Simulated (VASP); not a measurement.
A run of VASP 6.6.1 is set up as follows.

Contents of INCAR:

```
SYSTEM = Ta
PREC = Accurate
ENCUT = 520
EDIFF = 1E-7
ISMEAR = -1
SIGMA = 0.05
LREAL = .FALSE.
LASPH = .TRUE.
NELM = 60
ALGO = Normal
ISIF = 2
LWAVE = .FALSE.
LCHARG = .TRUE.
GGA = PS
LELF = .TRUE.
LVHAR = .TRUE.
NBANDS = 18
```

The input KPOINTS:

```
regular mesh
0
G
  17 17 9
  0 0 0
```

File POSCAR:

```
Ta
1.0
    2.8680687533      0.0000000000      0.0000000000
   -1.4340343767      2.4838204002      0.0000000000
    0.0000000000      0.0000000000      5.0868250988
Ta
2
Direct
    0.3333333333      0.6666666667      0.2500000000
    0.6666666667      0.3333333333      0.7500000000
```

Potentials or basis: VASP PAW PBE potentials, release 64 (Ta_pv).

The run is started by

```bash
$ cat potpaw_PBE.64/Ta_pv/POTCAR > POTCAR
$ mpirun -np 1 vasp_std > vasp.out
```

Problem. Predict the band gap on the k mesh.

Solution. Zero (bands 11 and 12 overlap by 1.94 eV).

Problem. What does it give for the pressure?

Solution. 0.1 GPa.

Caveat: the PAW data sets were made with another functional, which shifts forces and pressure a little; spin-orbit coupling is left out, which moves the levels of the heavy elements.
